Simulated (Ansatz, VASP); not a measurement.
**Two plane-wave programs on LiCuAuO2**

```xyz
5
Lattice="1.6699 0.9641 6.4188 -1.6699 0.9641 6.4188 0.0000 -1.9283 6.4188" Properties=species:S:1:pos:R:3 pbc="T T T"
Au    0.0000    0.0000   19.0984
Cu    0.0000    0.0000    9.9325
O     0.0000    0.0000    1.9434
O     0.0000    0.0000   17.0270
Li    0.0000    0.0000   14.5821
```

Alike in both runs: task single point; functional PBE; k mesh 8 × 8 × 8; occupations fermi-dirac, width 0.05 eV; no spin polarisation.

|  | VASP | Ansatz |
| --- | --- | --- |
| version | VASP 6.6.1 | Ansatz 0.2.0 |
| potentials or method | VASP PAW PBE potentials, release 64 (Au, Cu, O, Li_sv) | Ansatz PAW |
| plane-wave cutoff (eV) | 520 | 420 |
| valence electrons in the cell | 37 | 53 |

|  | VASP | Ansatz | Ansatz less VASP |
| --- | --- | --- | --- |
| gap on the k mesh at the Fermi level (eV) | none | none | - |
| rms of the force components (eV/Å) | 0.135 | 0.143 | +0.0081 |

Atom by atom the forces differ by 0.011 eV/Å (rms over components). A gap of «none» marks a metal or a gap that the smearing closes. VASP's potentials hold 37 valence electrons a cell and Ansatz's 53, so a difference there can come from the potentials and not from the codes.

Spin-orbit coupling is off throughout. Noted on VASP's run: the cutoff is under 1.25 times that of the potentials, so the pressure is a little rough.
